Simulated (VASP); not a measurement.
Set up this calculation in VASP 6.6.1, as the native input.

```yaml
Task: single point
Functional: PBE
Potentials_or_basis: VASP PAW PBE potentials, release 64 (Hf_pv, O)
Cutoff: 520 eV
k_mesh: 4 × 5 × 4
Occupations: fermi-dirac, width 0.05 eV
Spin: no spin polarisation
Dipole_correction: no
Further_INCAR_settings: ALGO = Normal; EDIFF = 1e-06; NBANDS = 56
```

The structure of HfO2 lies in POSCAR:

```
HfO2
1.0
    5.1672687264      0.0000000000      0.0000000000
    0.0000000000      5.0047636900      0.0000000000
    0.0000000000      0.0000000000      5.0326850500
Hf O
4 8
Direct
    0.9673370526      0.7318202861      0.7445457566
    0.5326629474      0.7318202861      0.2445457566
    0.4673370526      0.2681797139      0.7445457566
    0.0326629474      0.2681797139      0.2445457566
    0.6274662833      0.9233154456      0.8752962561
    0.8725337167      0.9233154456      0.3752962561
    0.2387561982      0.5438062322      0.4931579873
    0.2612438018      0.5438062322      0.9931579873
    0.7612438018      0.4561937678      0.9931579873
    0.7387561982      0.4561937678      0.4931579873
    0.1274662833      0.0766845544      0.8752962561
    0.3725337167      0.0766845544      0.3752962561
```

These files were run (other wordings do the same):

INCAR

```
PREC = Accurate
ENCUT = 520
EDIFF = 1E-6
ISMEAR = -1
SIGMA = 0.05
LREAL = F
LASPH = T
NELM = 80
ALGO = Normal
ISIF = 2
LWAVE = F
LCHARG = F
GGA = PE
NBANDS = 56
```

KPOINTS

```
Automatic mesh
0
Gamma
  4 5 4
```

Potentials or basis: VASP PAW PBE potentials, release 64 (Hf_pv, O).

Launch:

```bash
$ cat potpaw_PBE.64/Hf_pv/POTCAR potpaw_PBE.64/O/POTCAR > POTCAR
$ mpirun -np 1 vasp_std > vasp.out
```

It gave:

- Pressure: 8.1 GPa
- Largest force: 0.058 eV/Å
- Band gap on the k mesh: 4.50 eV (least direct gap 4.70 eV)

Caveat: the cell stands under pressure; spin-orbit coupling is left out, which moves the levels of the heavy elements; an odd mesh through Γ misses points on the zone boundary, where band edges can lie.

It took 4 min on 1 thread of Intel Xeon 8259CL, with other jobs on the host, peak memory 0.32 GiB.
